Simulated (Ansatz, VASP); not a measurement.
# One calculation of Nb, two programs

The input INCAR:

```
SYSTEM = Nb
ALGO = Normal ; EDIFF = 1E-7
ENCUT = 520 ; GGA = PE
ISIF = 2 ; ISMEAR = -1
LASPH = .TRUE. ; LCHARG = .FALSE.
LREAL = .FALSE. ; LWAVE = .FALSE.
NBANDS = 12 ; NELM = 80
PREC = Accurate ; SIGMA = 0.08
```

KPOINTS

```
k-points
0
G
  13 13 13
  0 0 0
```

The input POSCAR:

```
Nb
1.0
    0.0000000000      2.0972260504      2.0972260504
    2.0972260504      0.0000000000      2.0972260504
    2.0972260504      2.0972260504      0.0000000000
Nb
1
Direct
    0.0000000000      0.0000000000      0.0000000000
```

Input for Ansatz:

```yaml
crystal:
  lattice:
    - [0.0, 2.0972260504, 2.0972260504]
    - [2.0972260504, 0.0, 2.0972260504]
    - [2.0972260504, 2.0972260504, 0.0]
  atoms:
    - { symbol: Nb, position: [0.0, 0.0, 0.0] }
kpoints:
  mp_grid: { grid: [13, 13, 13] }
scf:
  occupations: { method: fermi_dirac, width: 0.08 }
hamiltonian:
  xc: pbe
  pseudopotentials: { kind: all_electron, lapw: { basis_error: 0.00025 } }
output:
  forces: true
  stress: true
  eigenvalues: true
```

Change from the starting cell: volume scaled by 0.975.

Alike in both runs: task single point; functional PBE; k mesh 13 × 13 × 13; occupations fermi-dirac, width 0.08 eV; no spin polarisation.

|  | VASP | Ansatz |
| --- | --- | --- |
| version | VASP 6.6.1 | Ansatz 0.2.0 |
| potentials or method | VASP PAW PBE potentials, release 64 (Nb_sv), cutoff 520 eV | all-electron LAPW, scalar-relativistic |

Ansatz gave:

```
pressure (GPa) : 3.2
```

Problem. What did VASP give for the same quantities?

Solution. Pressure (GPa): 2.8.

Ansatz ran all-electron here, and VASP with PAW potentials.
